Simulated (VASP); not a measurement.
# W (Im-3m) in VASP: a series of runs

Runs on W. Level: PBE. Tasks: single point.

Everything below comes from runs of VASP 6.6.1. Logs are shortened: lines on timing, memory, paths and dates and some standing lists are left out, and cuts for length are marked.

### 1 The cell of the first run

Symmetry: Im-3m, No. 229, cubic system. The conventional cell has a = 3.185 Å, b = 3.185 Å, c = 3.185 Å, α = 90.00°, β = 90.00°, γ = 90.00°. W (site symmetry m-3m) has 14 W at 2.76 to 3.18 Å within 3.6 Å.

### 2 Single point, PBE, non-collinear spin, zero start, spin-orbit coupling

INCAR reads:

```
SYSTEM = W
ALGO = Normal ; EDIFF = 1E-6
ENCUT = 520 ; GGA = PE
GGA_COMPAT = .FALSE. ; ISIF = 2
ISMEAR = -1 ; LASPH = .TRUE.
LCHARG = .FALSE. ; LMAXMIX = 4
LORBIT = 11 ; LORBMOM = .TRUE.
LREAL = .FALSE. ; LSORBIT = .TRUE.
LWAVE = .FALSE. ; MAGMOM = 0 0 0
NBANDS = 25 ; NELM = 150
PREC = Accurate ; SIGMA = 0.05
```

KPOINTS reads:

```
k-points
0
G
  18 18 18
  0 0 0
```

POSCAR reads:

```
W
1.0
   -1.5923869169      1.5923869169      1.5923869169
    1.5923869169     -1.5923869169      1.5923869169
    1.5923869169      1.5923869169     -1.5923869169
W
1
Direct
    0.0000000000      0.0000000000      0.0000000000
```

Potentials or basis: VASP PAW PBE potentials, release 64 (W_sv).

On the command line:

```
$ cat potpaw_PBE.64/W_sv/POTCAR > POTCAR
$ mpirun -np 1 vasp_ncl > vasp.out
```

OUTCAR:

```text
SYSTEM = W
   EDIFF = 1E-6
   ENCUT = 520
   GGA = PE
   ISIF = 2
   ISMEAR = -1
   LASPH = .TRUE.
   LORBIT = 11
   LREAL = .FALSE.
   LSORBIT = .TRUE.
   NELM = 150
   PREC = Accurate

 ion  position               nearest neighbor table
   1  0.000  0.000  0.000-

  LATTYP: Found a body centered cubic cell.
 ALAT       =     3.1847738338

  Lattice vectors:

 A1 = (  -1.5923869169,   1.5923869169,   1.5923869169)
 A2 = (   1.5923869169,  -1.5923869169,   1.5923869169)
 A3 = (   1.5923869169,   1.5923869169,  -1.5923869169)

Analysis of symmetry for initial positions (statically):
=====================================================================
 Subroutine PRICEL returns:
 Original cell was already a primitive cell.

 Routine SETGRP: Setting up the symmetry group for a
 body centered cubic supercell.

 Subroutine GETGRP returns: Found 48 space group operations
 (whereof 48 operations were pure point group operations)
 out of a pool of 48 trial point group operations.

The static configuration has the point symmetry O_h .

Analysis of symmetry for dynamics (positions and initial velocities):
=====================================================================
 Subroutine PRICEL returns:
 Original cell was already a primitive cell.

 Routine SETGRP: Setting up the symmetry group for a
 body centered cubic supercell.

 Subroutine GETGRP returns: Found 48 space group operations
 (whereof 48 operations were pure point group operations)
 out of a pool of 48 trial point group operations.

The dynamic configuration has the point symmetry O_h .

Analysis of structural, dynamic, and magnetic symmetry:
=====================================================================
 Subroutine PRICEL returns:
 Original cell was already a primitive cell.

 Routine SETGRP: Setting up the symmetry group for a
 body centered cubic supercell.

 Subroutine GETGRP returns: Found 48 space group operations
 (whereof 48 operations were pure point group operations)
 out of a pool of 48 trial point group operations.

The overall configuration has the point symmetry O_h .

 Subroutine INISYM returns: Found 48 space group operations
 (whereof 48 operations are pure point group operations),
 and found     1 'primitive' translations

----------------------------------------------------------------------------------------

                                     Primitive cell

  volume of cell :      16.1512

  direct lattice vectors                    reciprocal lattice vectors
    -1.592386917  1.592386917  1.592386917     0.000000000  0.313994039  0.313994039
     1.592386917 -1.592386917  1.592386917     0.313994039  0.000000000  0.313994039
     1.592386917  1.592386917 -1.592386917     0.313994039  0.313994039  0.000000000

  length of vectors
     2.758095045  2.758095045  2.758095045     0.444054629  0.444054629  0.444054629

  position of ions in fractional coordinates (direct lattice)
     0.000000000  0.000000000  0.000000000

  ion indices of the primitive-cell ions
   primitive index   ion index
                 1           1

----------------------------------------------------------------------------------------

 KPOINTS: k-points

Automatic generation of k-mesh.
 Grid dimensions read from file:
 generate k-points for:   18   18   18

 Generating k-lattice:

  Cartesian coordinates                     Fractional coordinates (reciprocal lattice)
     0.000000000  0.017444113  0.017444113     0.055555556  0.000000000  0.000000000
     0.017444113  0.000000000  0.017444113     0.000000000  0.055555556  0.000000000
     0.017444113  0.017444113  0.000000000     0.000000000  0.000000000  0.055555556

  Length of vectors
     0.024669702  0.024669702  0.024669702

  Shift w.r.t. Gamma in fractional coordinates (k-lattice)
     0.000000000  0.000000000  0.000000000

 Subroutine IBZKPT returns following result:
[... 38 lines left out ...]
   NGXF,Y,Z  is equivalent  to a cutoff of  28.93, 28.93, 28.93 a.u.
 SYSTEM =  W
   PREC   = accura    normal or accurate (medium, high low for compatibility)
   ISTART =      0    job   : 0-new  1-cont  2-samecut
   ICHARG =      2    charge: 1-file 2-atom 10-const
   ISPIN  =      1    spin polarized calculation?
   LNONCOLLINEAR =      T non collinear calculations
   LSORBIT =      T    spin-orbit coupling
   LASPH  =      T    aspherical Exc in radial PAW
   ENCUT  =  520.0 eV  38.22 Ry    6.18 a.u.   5.13  5.13  5.13*2*pi/ulx,y,z
   NELM   =    150;   NELMIN=  2; NELMDL= -5     # of ELM steps
   EDIFF  = 0.1E-05   stopping-criterion for ELM
   LREAL  =      F    real-space projection
[... 7 lines left out ...]
   TEBEG  =    0.0;   TEEND  =   0.0 temperature during run
   PSTRESS=    0.0 pullay stress
   NELECT =      14.0000    total number of electrons
   NUPDOWN=      -1.0000    fix difference up-down
   EMIN   =  10.00;   EMAX   =-10.00  energy-range for DOS
   EFERMI =   0.00;   METHOD = LEGACY
   ISMEAR =    -1;   SIGMA  =   0.05  broadening in eV -4-tet -1-fermi 0-gaus
   EFERMI_NEDOS =   21; number of points for ismear=-14 and -15
   IALGO  =     38    algorithm
   IMIX   =      4    mixing-type and parameters
     AMIX     =   0.40;   BMIX     =  1.00
     AMIX_MAG =   1.60;   BMIX_MAG =  1.00
  volume/ion in A,a.u.               =      16.15       108.99
  Fermi-wavevector in a.u.,A,eV,Ry     =   1.560926  2.949722 33.150448  2.436489
  Thomas-Fermi vector in A             =   2.664066
   LORBIT       =     11    0 simple, 1 ext, 2 COOP (PROOUT), +10 PAW based schemes
   GGA     = PE    functional components
   LHFCALC =     F    Hartree Fock is set to
   AEXX    =    0.0000 exact exchange contribution
   IVDW    =     0    specifies the selected vdW correction
   LEPSILON=     F    determine dielectric tensor
   LRPA    =     F    only Hartree local field effects (RPA)
  energy-cutoff  :      520.00
  volume of cell :       16.15
 maximum number of plane-waves:       932
 NGX is ok and might be reduce to    24
   NGX = 11   NGY = 11   NGZ = 11

 number of electron      14.0000002 magnetization       0.0000000      0.0000000      0.0000000

 number of electron      14.0000002 magnetization       0.0000000     -0.0000000     -0.0000000

 number of electron      14.0000002 magnetization      -0.0000000      0.0000000      0.0000000

 Free energy of the ion-electron system (eV)
  ---------------------------------------------------
  ext. energy  EPLUGINS =         0.00000000
  ---------------------------------------------------
  free energy    TOTEN  =       -13.77763605 eV

  energy without entropy =      -13.77334163  energy(sigma->0) =      -13.77548884

 E-fermi :  11.1492     XC(G=0): -13.5330

 val. band max:       11.1279711436   @ k =  -0.3889   0.4444   0.2778
 cond. band min:      11.1616820989   @ k =  -0.2222   0.2778   0.1111
 fundamental gap:      0.0337109553
 Fermi energy:        11.1491672058

 k-point     1 :       0.0000    0.0000    0.0000
  band No.  band energies     occupation
      1     -63.0351      1.00000
      2     -63.0351      1.00000
      3     -32.7220      1.00000
      4     -32.7220      1.00000
      5     -23.7219      1.00000
      6     -23.7219      1.00000
[... 661 lines left out ...]
     24      23.6613      0.00000
     25      27.7910      0.00000

 [... further k-points ...]

------------------------ aborting loop because EDIFF is reached ----------------------------------------

  FORCE on cell =-STRESS in cart. coord.  units (eV):
  Direction    XX          YY          ZZ          XY          YZ          ZX
  --------------------------------------------------------------------------------------
  -------------------------------------------------------------------------------------
  Total        0.1184256      0.1184256      0.1184256     -0.0000000     -0.0000000      0.0000000
  in kB       11.7476334     11.7476334     11.7476334     -0.0000000     -0.0000000      0.0000000
  external PRESSURE =      11.7476334 kB  Pullay stress =       0.0000000 kB

 VOLUME and BASIS-vectors are now :
 -----------------------------------------------------------------------------
  energy-cutoff  :      520.00
  volume of cell :       16.15
      direct lattice vectors                 reciprocal lattice vectors
    -1.592386917  1.592386917  1.592386917     0.000000000  0.313994039  0.313994039
     1.592386917 -1.592386917  1.592386917     0.313994039  0.000000000  0.313994039
     1.592386917  1.592386917 -1.592386917     0.313994039  0.313994039  0.000000000

 POSITION                                       TOTAL-FORCE (eV/Angst)
 -----------------------------------------------------------------------------------
      0.00000      0.00000      0.00000        -0.000000      0.000000     -0.000000
 -----------------------------------------------------------------------------------
    total drift:                                0.000000      0.000000      0.000000

  FREE ENERGIE OF THE ION-ELECTRON SYSTEM (eV)
  ---------------------------------------------------
  free  energy   TOTEN  =       -13.7776360467 eV

  energy  without entropy=      -13.7733416345  energy(sigma->0) =      -13.77548884

 orbital moment (x)

 # of ion     p       d       tot
 ----------------------------------------
  1        -0.000   0.000   0.000
 ----------------------------------------
           -0.000   0.000   0.000

 orbital moment (y)

 # of ion     p       d       tot
 ----------------------------------------
  1         0.000   0.000   0.000
 ----------------------------------------
            0.000   0.000   0.000

 orbital moment (z)

 # of ion     p       d       tot
 ----------------------------------------
  1         0.000   0.000   0.000
 ----------------------------------------
            0.000   0.000   0.000

 Spin-Orbit-Coupling matrix elements

 Ion:    1  E_soc:     -1.6370906
 l=   1
     0.0000000    -0.2287127    -0.2287127
    -0.2287127     0.0000000    -0.2287127
    -0.2287127    -0.2287127     0.0000000
 l=   2
     0.0000000    -0.0115236     0.0000000    -0.0115236    -0.0326121
    -0.0115236     0.0000000    -0.0244591    -0.0115236    -0.0081530
     0.0000000    -0.0244591     0.0000000    -0.0244591     0.0000000
    -0.0115236    -0.0115236    -0.0244591     0.0000000    -0.0081530
    -0.0326121    -0.0081530     0.0000000    -0.0081530     0.0000000
 l=   3
     0.0000000     0.0000000     0.0000000     0.0000000     0.0000000     0.0000000     0.0000000
     0.0000000     0.0000000     0.0000000     0.0000000     0.0000000     0.0000000     0.0000000
     0.0000000     0.0000000     0.0000000     0.0000000     0.0000000     0.0000000     0.0000000
     0.0000000     0.0000000     0.0000000     0.0000000     0.0000000     0.0000000     0.0000000
     0.0000000     0.0000000     0.0000000     0.0000000     0.0000000     0.0000000     0.0000000
     0.0000000     0.0000000     0.0000000     0.0000000     0.0000000     0.0000000     0.0000000
     0.0000000     0.0000000     0.0000000     0.0000000     0.0000000     0.0000000     0.0000000

 total charge

# of ion       s       p       d       tot
------------------------------------------
    1        2.397   6.335   3.335  12.068

 magnetization (x)

# of ion       s       p       d       tot
------------------------------------------
    1        0.000   0.000   0.000   0.000

 magnetization (y)

# of ion       s       p       d       tot
------------------------------------------
    1        0.000  -0.000  -0.000  -0.000

 magnetization (z)

# of ion       s       p       d       tot
------------------------------------------
    1        0.000   0.000   0.000   0.000
```

Run time: 55 s. Hardware: 1 thread of Intel Xeon 6975P-C (Granite Rapids), shared host; peak memory 0.27 GiB.

Results:

```
Free energy                                           : -13.7776 eV
Pressure                                              : 1.2 GPa
Net moment                                            : 0.00 μB per cell
Valence electrons inside the program's atomic spheres : W 12.07
```

Moments on the atoms (μB; x, y, z):
```
W   0.00 0.00 0.00
```

[end of part 1 of 2]
